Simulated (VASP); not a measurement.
# BAs in VASP: notebook, part 2 of 2

VASP 6.6.1. Earlier steps stand in the parts before.

## (4) Single point, PBE (uniaxial z strain -2.2%)

Contents of INCAR:

```
PREC = Accurate ; ENCUT = 500
EDIFF = 1E-6 ; ISMEAR = -1
SIGMA = 0.02 ; LREAL = F
LASPH = T ; NELM = 120
ALGO = Normal ; ISIF = 2
LWAVE = F ; LCHARG = F
GGA = PE ; NBANDS = 11
GGA_COMPAT = F
```

Contents of KPOINTS:

```
regular mesh
0
Gamma
  10 10 10
```

Contents of POSCAR:

```
BAs
1.0
    0.0000000000      2.3918676044      2.3387681436
    2.3918676044      0.0000000000      2.3387681436
    2.3918676044      2.3918676044      0.0000000000
B As
1 1
Direct
    0.0000000000      0.0000000000      0.0000000000
    0.2500000000      0.2500000000      0.2500000000
```

Potentials or basis: VASP PAW PBE potentials, release 64 (B, As).

On the command line:

```
$ cat potpaw_PBE.64/B/POTCAR potpaw_PBE.64/As/POTCAR > POTCAR
$ mpirun -np 1 vasp_std > vasp.out
```

OUTCAR:

```text
PREC = Accurate
   ENCUT = 500
   EDIFF = 1E-6
   ISMEAR = -1
   LREAL = F
   LASPH = T
   NELM = 120
   ISIF = 2
   GGA = PE

 ion  position               nearest neighbor table
   1  0.000  0.000  0.000-   2 2.06   2 2.06   2 2.06   2 2.06
   2  0.250  0.250  0.250-   1 2.06   1 2.06   1 2.06   1 2.06

  LATTYP: Found a body centered tetragonal cell.
 ALAT       =     3.3826116055
 C/A-ratio  =     1.3828180213

  Lattice vectors:

 A1 = (   0.0000000000,  -2.3918676044,  -2.3387681436)
 A2 = (   0.0000000000,   2.3918676044,  -2.3387681436)
 A3 = (   2.3918676044,   0.0000000000,   2.3387681436)

Analysis of symmetry for initial positions (statically):
=====================================================================
 Subroutine PRICEL returns:
 Original cell was already a primitive cell.

 Routine SETGRP: Setting up the symmetry group for a
 body centered tetragonal supercell.

 Subroutine GETGRP returns: Found  8 space group operations
 (whereof  8 operations were pure point group operations)
[... 171 lines left out ...]
  band No.  band energies     occupation
      1      -9.2393      2.00000
      2       6.2580      2.00000
      3       6.2580      2.00000
      4       6.4725      2.00000
      5       9.5350      0.00000
      6       9.6810      0.00000
      7       9.6810      0.00000
      8      11.2437      0.00000
      9      16.0042      0.00000
     10      19.0452      0.00000
     11      19.6347      0.00000
[... 309 lines left out ...]
 k-point    24 :       0.4000    0.3000    0.0000
  band No.  band energies     occupation
      1      -6.4743      2.00000
      2      -0.0743      2.00000
      3       2.2200      2.00000
      4       2.6465      2.00000
      5       7.8237      0.00000
      6       9.6098      0.00000
      7      15.3188      0.00000
      8      15.4915      0.00000
      9      18.6872      0.00000
     10      22.1999      0.00000
     11      22.4989      0.00000

 [... further k-points ...]

------------------------ aborting loop because EDIFF is reached ----------------------------------------

  FORCE on cell =-STRESS in cart. coord.  units (eV):
  Direction    XX          YY          ZZ          XY          YZ          ZX
  --------------------------------------------------------------------------------------
  -------------------------------------------------------------------------------------
  Total        0.7800408      0.7800408      1.5376168      0.0000000      0.0000000      0.0000000
  in kB       46.7021082     46.7021082     92.0592116      0.0000000      0.0000000      0.0000000
  external PRESSURE =      61.8211427 kB  Pullay stress =       0.0000000 kB

 VOLUME and BASIS-vectors are now :
 -----------------------------------------------------------------------------
  energy-cutoff  :      500.00
  volume of cell :       26.76
      direct lattice vectors                 reciprocal lattice vectors
     0.000000000  2.391867604  2.338768144    -0.209041671  0.209041671  0.213787759
     2.391867604  0.000000000  2.338768144     0.209041671 -0.209041671  0.213787759
     2.391867604  2.391867604  0.000000000     0.209041671  0.209041671 -0.213787759

 POSITION                                       TOTAL-FORCE (eV/Angst)
 -----------------------------------------------------------------------------------
      0.00000      0.00000      0.00000         0.000000      0.000000      0.000000
      1.19593      1.19593      1.16938        -0.000000     -0.000000      0.000000
 -----------------------------------------------------------------------------------
    total drift:                                0.000000      0.000000     -0.000000

  FREE ENERGIE OF THE ION-ELECTRON SYSTEM (eV)
  ---------------------------------------------------
  free  energy   TOTEN  =       -11.3855714138 eV

  energy  without entropy=      -11.3855714138  energy(sigma->0) =      -11.38557141
```

OSZICAR:

```text
N       E                     dE             d eps       ncg     rms          rms(c)
DAV:   1     0.119250523505E+02    0.11925E+02   -0.37880E+03  2252   0.628E+02
DAV:   2    -0.113971644559E+02   -0.23322E+02   -0.22338E+02  3025   0.105E+02
DAV:   3    -0.120585701137E+02   -0.66141E+00   -0.65978E+00  2799   0.162E+01
DAV:   4    -0.120602076358E+02   -0.16375E-02   -0.16374E-02  2519   0.919E-01
DAV:   5    -0.120602101555E+02   -0.25197E-05   -0.25196E-05  2712   0.377E-02    0.506E+00
DAV:   6    -0.114561102946E+02    0.60410E+00   -0.16375E+00  2403   0.525E+00    0.246E+00
DAV:   7    -0.113921723527E+02    0.63938E-01   -0.20746E-01  2641   0.222E+00    0.100E+00
DAV:   8    -0.113851107943E+02    0.70616E-02   -0.20654E-02  2550   0.819E-01    0.100E-01
DAV:   9    -0.113854120476E+02   -0.30125E-03   -0.75020E-04  2595   0.160E-01    0.609E-02
DAV:  10    -0.113855656528E+02   -0.15361E-03   -0.18940E-04  2425   0.841E-02    0.124E-02
DAV:  11    -0.113855713784E+02   -0.57256E-05   -0.52158E-06  2746   0.154E-02    0.110E-02
DAV:  12    -0.113855714138E+02   -0.35423E-07   -0.26288E-06  2403   0.882E-03
   1 F= -.11385571E+02 E0= -.11385571E+02  d E =-.417014E-11
```

Run time: 13 s. Hardware: 1 thread of AMD EPYC 9R45 (Zen 5), shared host; peak memory 0.13 GiB.

What came out:

```yaml
Free_energy: -11.3856 eV
Pressure: 6.2 GPa
Band_gap_on_the_k_mesh: 0.82 eV (least direct gap 3.06 eV)
```

Caveat: the cell differs from its parent crystal (uniaxial z strain -2.2%); the cell stands under pressure.

## (5) Single point, r2SCAN (uniaxial z strain -2.2%)

POSCAR is that of step 4.

Contents of INCAR.step1:

```
PREC = Accurate
ENCUT = 550
ISMEAR = 0
SIGMA = 0.01
LREAL = False
LASPH = True
NELM = 120
NBANDS = 11
GGA = PE
ALGO = Normal
EDIFF = 1E-5
LWAVE = True
LCHARG = False
GGA_COMPAT = False
```

Contents of INCAR.step2:

```
PREC = Accurate
ENCUT = 550
EDIFF = 1E-6
ISMEAR = 0
SIGMA = 0.01
LREAL = False
LASPH = True
NELM = 120
ALGO = Normal
ISIF = 2
LWAVE = False
LCHARG = False
METAGGA = R2SCAN
LMIXTAU = True
NBANDS = 11
ISTART = 1
GGA_COMPAT = False
```

Contents of KPOINTS:

```
Automatic mesh
0
Gamma
  10 10 10
```

On the command line:

```
$ cat potpaw_PBE.64/B/POTCAR potpaw_PBE.64/As/POTCAR > POTCAR
$ cp INCAR.step1 INCAR
$ mpirun -np 1 vasp_std > vasp.out
$ cp INCAR.step2 INCAR
$ mpirun -np 1 vasp_std > vasp.out
```

It took 85 s on 1 thread of AMD EPYC 9R45 (Zen 5), shared host; peak memory 0.16 GiB.

The run converged. Its results:

- Free energy: -22.2431 eV
- Pressure: 3.6 GPa
- Band gap on the k mesh: 0.99 eV (least direct gap 3.21 eV)

Stress tensor (GPa, compression positive):
```
1.97 0.00 0.00
0.00 1.97 0.00
0.00 0.00 6.90
```

Levels at points of the mesh, in eV from the valence-band top:
| k point | band 2 | band 3 | band 4 | band 5 | band 6 | band 7 |
| --- | --- | --- | --- | --- | --- | --- |
| (0.00, 0.00, 0.00) | -0.23 | -0.23 | 0.00 | 3.21 | 3.37 | 3.37 |
| (0.50, 0.00, 0.00) | -9.53 | -2.26 | -1.98 | 2.90 | 4.83 | 5.06 |
| (0.50, 0.50, 0.00) | -9.19 | -4.69 | -4.69 | 1.25 | 1.32 | 12.20 |
| (0.50, 0.00, 0.50) | -9.39 | -4.49 | -4.45 | 1.53 | 1.63 | 11.99 |

Caveat: the cell differs from its parent crystal (uniaxial z strain -2.2%); the cell stands under pressure; the PAW data sets were made with another functional, which shifts forces and pressure a little. A k mesh can miss the band edges.

## (6) Single point, HSE06 (strain +1.5%)

Contents of POSCAR:

```
BAs
1.0
    0.0000000000      2.4287023655      2.4287023655
    2.4287023655      0.0000000000      2.4287023655
    2.4287023655      2.4287023655      0.0000000000
B As
1 1
Direct
    0.0000000000      0.0000000000      0.0000000000
    0.2500000000      0.2500000000      0.2500000000
```

Contents of INCAR.step1:

```
PREC = Accurate
ENCUT = 420
EDIFF = 1E-5
ISMEAR = 0
SIGMA = 0.01
LREAL = F
LASPH = T
NELM = 120
ALGO = Normal
ISIF = 2
LWAVE = T
GGA = PE
NBANDS = 11
GGA_COMPAT = F
```

Contents of INCAR.step2:

```
PREC = Accurate
ENCUT = 420
EDIFF = 1E-6
ISMEAR = 0
SIGMA = 0.01
LREAL = F
LASPH = T
NELM = 120
ALGO = Normal
ISIF = 2
LWAVE = F
LCHARG = T
GGA = PE
LHFCALC = T
HFSCREEN = 0.2079
PRECFOCK = Normal
LELF = T
LVHAR = T
ISTART = 1
NBANDS = 11
GGA_COMPAT = F
```

Contents of KPOINTS:

```
regular mesh
0
Gamma
  6 6 6
```

Potentials or basis: VASP PAW PBE potentials, release 64 (B, As).

On the command line:

```
$ cat potpaw_PBE.64/B/POTCAR potpaw_PBE.64/As/POTCAR > POTCAR
$ cp INCAR.step1 INCAR
$ mpirun -np 1 vasp_std > vasp.out
$ cp INCAR.step2 INCAR
$ mpirun -np 1 vasp_std > vasp.out
```

Wall time 3.6 min (1 thread of AMD EPYC 9R45 (Zen 5), shared host); peak memory 0.22 GiB.

It converged, with:

```yaml
Free_energy: -13.2076 eV
Pressure: -7.1 GPa
Band_gap_on_the_k_mesh: 1.98 eV (least direct gap 4.05 eV)
```

Levels at points of the mesh, in eV from the valence-band top:
```tsv
k point	band 1	band 2	band 3	band 4	band 5	band 6	band 7	band 8
(0.00, 0.00, 0.00)	-16.47	0.00	0.00	0.00	4.05	4.05	4.05	5.19
(0.50, 0.00, 0.00)	-13.47	-9.31	-1.89	-1.89	3.25	5.63	5.63	9.91
(0.50, 0.50, 0.00)	-12.06	-9.19	-4.24	-4.24	2.14	2.19	12.44	12.44
```

Caveat: the cell differs from its parent crystal (strain +1.5%); the cell stands under tension; the PAW data sets were made with another functional, which shifts forces and pressure a little. A k mesh can miss the band edges.

## (7) Single point, HSE06 (uniaxial z strain -2.2%)

Contents of POSCAR:

```
BAs
1.0
    0.0000000000      2.3918676044      2.3387681436
    2.3918676044      0.0000000000      2.3387681436
    2.3918676044      2.3918676044      0.0000000000
B As
1 1
Direct
    0.0000000000      0.0000000000      0.0000000000
    0.2500000000      0.2500000000      0.2500000000
```

Contents of INCAR.step1:

```
PREC     = Accurate       # precision mode
ENCUT    = 420            # plane-wave cutoff, eV
EDIFF    = 1E-5           # SCF threshold, eV
ISMEAR   = 0              # smearing method
SIGMA    = 0.01           # smearing width, eV
LREAL    = F              # projectors in reciprocal space
LASPH    = T              # aspherical terms in the spheres
NELM     = 120            # most SCF steps
ALGO     = Normal         # electronic algorithm
ISIF     = 2              # what is computed and relaxed
LWAVE    = T              # write WAVECAR
NBANDS   = 11             # bands
GGA      = PE             # functional
GGA_COMPAT= F
```

Contents of INCAR.step2:

```
PREC     = Accurate       # precision mode
ENCUT    = 420            # plane-wave cutoff, eV
EDIFF    = 1E-6           # SCF threshold, eV
ISMEAR   = 0              # smearing method
SIGMA    = 0.01           # smearing width, eV
LREAL    = F              # projectors in reciprocal space
LASPH    = T              # aspherical terms in the spheres
NELM     = 120            # most SCF steps
ALGO     = Normal         # electronic algorithm
ISIF     = 2              # what is computed and relaxed
LWAVE    = F              # write WAVECAR
LCHARG   = T              # write CHGCAR
GGA      = PE             # functional
LHFCALC  = T              # exact exchange
HFSCREEN = 0.2079         # screening, 1/A
PRECFOCK = Normal       
LELF     = T              # ELF
LVHAR    = T            
NBANDS   = 11             # bands
ISTART   = 1            
GGA_COMPAT= F
```

KPOINTS is that of step 6.

Potentials or basis: VASP PAW PBE potentials, release 64 (B, As).

On the command line:

```
$ cat potpaw_PBE.64/B/POTCAR potpaw_PBE.64/As/POTCAR > POTCAR
$ cp INCAR.step1 INCAR
$ mpirun -np 1 vasp_std > vasp.out
$ cp INCAR.step2 INCAR
$ mpirun -np 1 vasp_std > vasp.out
```

OUTCAR:

```text
PREC = Accurate
   ENCUT = 420
   EDIFF = 1E-6
   ISMEAR = 0
   LREAL = F
   LASPH = T
   NELM = 120
   ISIF = 2
   GGA = PE
   LHFCALC = T
   HFSCREEN = 0.2079
   PRECFOCK = Normal
   ISTART = 1

 ion  position               nearest neighbor table
   1  0.000  0.000  0.000-   2 2.06   2 2.06   2 2.06   2 2.06
   2  0.250  0.250  0.250-   1 2.06   1 2.06   1 2.06   1 2.06

  LATTYP: Found a body centered tetragonal cell.
 ALAT       =     3.3826116055
 C/A-ratio  =     1.3828180213

  Lattice vectors:

 A1 = (   0.0000000000,  -2.3918676044,  -2.3387681436)
 A2 = (   0.0000000000,   2.3918676044,  -2.3387681436)
 A3 = (   2.3918676044,   0.0000000000,   2.3387681436)

Analysis of symmetry for initial positions (statically):
=====================================================================
 Subroutine PRICEL returns:
 Original cell was already a primitive cell.

 Routine SETGRP: Setting up the symmetry group for a
 body centered tetragonal supercell.

 Subroutine GETGRP returns: Found  8 space group operations
 (whereof  8 operations were pure point group operations)
[... 183 lines left out ...]
      2       5.8420      2.00000
      3       5.8420      2.00000
      4       6.0683      2.00000
      5       9.9593      0.00000
      6      10.1080      0.00000
      7      10.1081      0.00000
      8      12.0399      0.00000
      9      16.6425      0.00000
     10      19.7244      0.00000
     11      20.3360      0.00000
[... 309 lines left out ...]
 k-point    24 :       0.5000    0.0000    0.3333
  band No.  band energies     occupation
      1      -7.1435      2.00000
      2      -2.7417      2.00000
      3       0.3813      2.00000
      4       1.9213      2.00000
      5       8.5427      0.00000
      6      10.7777      0.00000
      7      16.5619      0.00000
      8      17.1414      0.00000
      9      19.7752      0.00000
     10      22.9405      0.00000
     11      23.9579      0.00000

 [... further k-points ...]

------------------------ aborting loop because EDIFF is reached ----------------------------------------

  FORCE on cell =-STRESS in cart. coord.  units (eV):
  Direction    XX          YY          ZZ          XY          YZ          ZX
  --------------------------------------------------------------------------------------
  -------------------------------------------------------------------------------------
  Total        0.0921006      0.0921006      0.9132247      0.0000000      0.0000000      0.0000000
  in kB        5.5141857      5.5141857     54.6760057      0.0000000      0.0000000      0.0000000
  external PRESSURE =      21.9014590 kB  Pullay stress =       0.0000000 kB

 VOLUME and BASIS-vectors are now :
 -----------------------------------------------------------------------------
  energy-cutoff  :      420.00
  volume of cell :       26.76
      direct lattice vectors                 reciprocal lattice vectors
     0.000000000  2.391867604  2.338768144    -0.209041671  0.209041671  0.213787759
     2.391867604  0.000000000  2.338768144     0.209041671 -0.209041671  0.213787759
     2.391867604  2.391867604  0.000000000     0.209041671  0.209041671 -0.213787759

 POSITION                                       TOTAL-FORCE (eV/Angst)
 -----------------------------------------------------------------------------------
      0.00000      0.00000      0.00000         0.000000      0.000000      0.000000
      1.19593      1.19593      1.16938        -0.000000     -0.000000      0.000000
 -----------------------------------------------------------------------------------
    total drift:                               -0.000000      0.000001     -0.000004

  FREE ENERGIE OF THE ION-ELECTRON SYSTEM (eV)
  ---------------------------------------------------
  free  energy   TOTEN  =       -13.2332357057 eV

  energy  without entropy=      -13.2332357057  energy(sigma->0) =      -13.23323571
```

Wall time 6.8 min (1 thread of AMD EPYC 9R45 (Zen 5), shared host); peak memory 0.22 GiB.

Results:

```
Free energy            : -13.2332 eV
Pressure               : 2.2 GPa
Band gap on the k mesh : 1.58 eV (least direct gap 3.89 eV)
```

Stress tensor (GPa, compression positive):
```
0.55 0.00 0.00
0.00 0.55 0.00
0.00 0.00 5.47
```

Levels at points of the mesh, in eV from the valence-band top:
| k point | band 2 | band 3 | band 4 | band 5 | band 6 | band 7 |
| --- | --- | --- | --- | --- | --- | --- |
| (0.00, 0.00, 0.00) | -0.23 | -0.23 | 0.00 | 3.89 | 4.04 | 4.04 |
| (0.50, 0.00, 0.00) | -9.99 | -2.31 | -2.03 | 3.49 | 5.46 | 5.71 |
| (0.50, 0.50, 0.00) | -9.61 | -4.85 | -4.85 | 1.73 | 1.78 | 12.98 |
| (0.50, 0.00, 0.50) | -9.81 | -4.64 | -4.59 | 1.99 | 2.08 | 12.77 |

Caveat: the cell differs from its parent crystal (uniaxial z strain -2.2%); the PAW data sets were made with another functional, which shifts forces and pressure a little. A k mesh can miss the band edges.

## (8) Summary

```csv
level,cell,k mesh,cutoff (eV),smearing,grid for exact exchange (PRECFOCK),share of exact exchange,screening parameter,gap on the mesh (eV),pressure (GPa)
PBE,"a = 3.435 Å, angles 60.0°, 2 atoms",10 × 10 × 10,500,fermi-dirac 0.02 eV,-,-,-,1.23,-3.2
r2SCAN,"a = 3.435 Å, angles 60.0°, 2 atoms",10 × 10 × 10,550,gaussian 0.01 eV,-,-,-,1.42,-5.7
PBE,"a = 3.345, b = 3.345, c = 3.383 Å, angles 59.6, 59.6, 60.7°, 2 atoms",10 × 10 × 10,500,fermi-dirac 0.02 eV,-,-,-,0.82,6.2
r2SCAN,"a = 3.345, b = 3.345, c = 3.383 Å, angles 59.6, 59.6, 60.7°, 2 atoms",10 × 10 × 10,550,gaussian 0.01 eV,-,-,-,0.99,3.6
HSE06,"a = 3.435 Å, angles 60.0°, 2 atoms",6 × 6 × 6,420,gaussian 0.01 eV,Normal,0.25,0.2079 1/Å,1.98,-7.1
HSE06,"a = 3.345, b = 3.345, c = 3.383 Å, angles 59.6, 59.6, 60.7°, 2 atoms",6 × 6 × 6,420,gaussian 0.01 eV,Normal,0.25,0.2079 1/Å,1.58,2.2
```

Alike in all rows: task single point; potentials or basis VASP PAW PBE potentials, release 64 (B, As); no spin polarisation.

Caveats: the PAW data sets were made with another functional, which shifts forces and pressure a little (at least some runs); the cell stands under tension (at least some runs); the cell stands under pressure (at least some runs).

Absolute energies hang on the potentials; compare differences alone.
